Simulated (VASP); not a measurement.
A run of VASP 6.6.1:

The input INCAR:

```
  PREC = Accurate
  ENCUT = 840
  EDIFF = 1E-6
  ISMEAR = 0
  SIGMA = 0.01
  LREAL = F
  LASPH = T
  NELM = 120
  ALGO = Normal
  ISIF = 2
  LWAVE = F
  LCHARG = T
  LELF = T
  LVHAR = T
  NBANDS = 15
  GGA_COMPAT = F
```

The input KPOINTS:

```
regular mesh
0
Gamma
  7 7 6
```

POSCAR

```
MgO
1.0
    2.8848314429      0.0000000000      0.0000000000
   -1.4424157215      2.4983373576      0.0000000000
    0.0000000000      0.0000000000      2.6311683109
Mg O
1 1
Direct
    0.0000000000      0.0000000000      0.0000000000
    0.3333333333      0.6666666667      0.5000000000
```

Potentials or basis: VASP PAW LDA potentials, release 64 (Mg_sv, O).

The run is started by

```sh
$ cat potpaw_LDA.64/Mg_sv/POTCAR potpaw_LDA.64/O/POTCAR > POTCAR
$ mpirun -np 1 vasp_std > vasp.out
```

Hardware: 1 thread of Intel(R) Xeon(R) 6975P-C (Granite Rapids) (shared host).

How long does it take, and how much memory?

Run time: 16 s on 1 thread of Intel(R) Xeon(R) 6975P-C (Granite Rapids), with other jobs on the host, peak memory 0.14 GiB. Counts: scf iterations 12, k points 32.
